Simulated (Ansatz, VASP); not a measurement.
# B4Ru: VASP beside Ansatz

```
B Ru
1.0
     2.94265    0.00000    0.00000
     0.00000    2.94265    0.00000
     0.00000    0.00000    7.35561
B Ru
4 1
Direct
  0.50000 0.50000 0.28228
  0.50000 0.50000 0.71772
  0.00000 0.00000 0.00000
  0.50000 0.50000 0.50000
  0.50000 0.50000 0.00000
```

Alike in both runs: task relaxation of cell and atoms; functional PBE; k mesh 12 × 12 × 6; occupations gaussian, width 0.1 eV; no spin polarisation.

|  | VASP | Ansatz |
| --- | --- | --- |
| version | VASP 6.6.1 | Ansatz 0.2.0 |
| potentials or method | VASP PAW PBE potentials, release 64 (B, Ru_pv), cutoff 600 eV | scalar-relativistic, plane waves, PAW |
| valence electrons in the cell | 26 | 28 |

|  | VASP | Ansatz | Ansatz less VASP |
| --- | --- | --- | --- |
| gap on the k mesh at the Fermi level, each at its own relaxed structure (eV) | none | none | - |
| relaxed volume (Å³/atom) | 12.74 | 12.74 | +0.003 |
| relaxed cell length with the largest relative difference (Å) | 2.946 | 2.946 | +0.0003 |

A gap of «none» marks a metal or a gap that the smearing closes. VASP's potentials hold 26 valence electrons a cell and Ansatz's 28, so a difference there can come from the potentials and not from the codes.
